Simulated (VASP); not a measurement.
A run of VASP 6.6.1 is set up as follows.

The input INCAR:

```
PREC = Accurate
ENCUT = 600
EDIFF = 1E-6
ISMEAR = 0
SIGMA = 0.1
LREAL = F
LASPH = T
NELM = 100
ALGO = Normal
ISIF = 3
LWAVE = F
LCHARG = F
GGA = PE
IBRION = 2
NSW = 90
EDIFFG = -0.04
```

File KPOINTS:

```
Automatic mesh
0
Gamma
  4 4 4
```

POSCAR

```
SbTe2O3
1.0
    4.3244410500      0.0000000000      0.0000000000
    0.0000000000      4.3244410500      0.0000000000
    0.0000000000      0.0000000000      6.5831757500
Sb Te O
1 2 3
Direct
    0.0000000000      0.0000000000      0.6804151100
    0.5000000000      0.0000000000      0.8275504100
    0.0000000000      0.5000000000      0.8275504100
    0.5000000000      0.0000000000      0.1972340900
    0.0000000000      0.5000000000      0.1972340900
    0.5000000000      0.5000000000      0.5644567900
```

Potentials or basis: VASP PAW PBE potentials, release 64 (Sb, Te, O).

Run with:

```bash
$ cat potpaw_PBE.64/Sb/POTCAR potpaw_PBE.64/Te/POTCAR potpaw_PBE.64/O/POTCAR > POTCAR
$ mpirun -np 1 vasp_std > vasp.out
```

Predict the relaxed volume.

18.85 Å³/atom.

Estimate the space group after relaxing (to 0.05 Å).

P4mm (No. 99).

Final structure:
```
CELL_PARAMETERS angstrom
4.65360 0.00000 0.00000
0.00000 4.65360 0.00000
0.00000 0.00000 5.22245
ATOMIC_POSITIONS crystal
Sb 0.00000 0.00000 0.32226
Te 0.50000 0.00000 0.84412
Te 0.00000 0.50000 0.84412
O 0.50000 0.00000 0.22566
O 0.00000 0.50000 0.22566
O 0.50000 0.50000 0.83262
```

Caveat: the k points lie up to 0.34 Å⁻¹ apart in the final cell; an odd number of electrons without spin polarisation forces a metal; a magnetic or distorted state may lie lower.
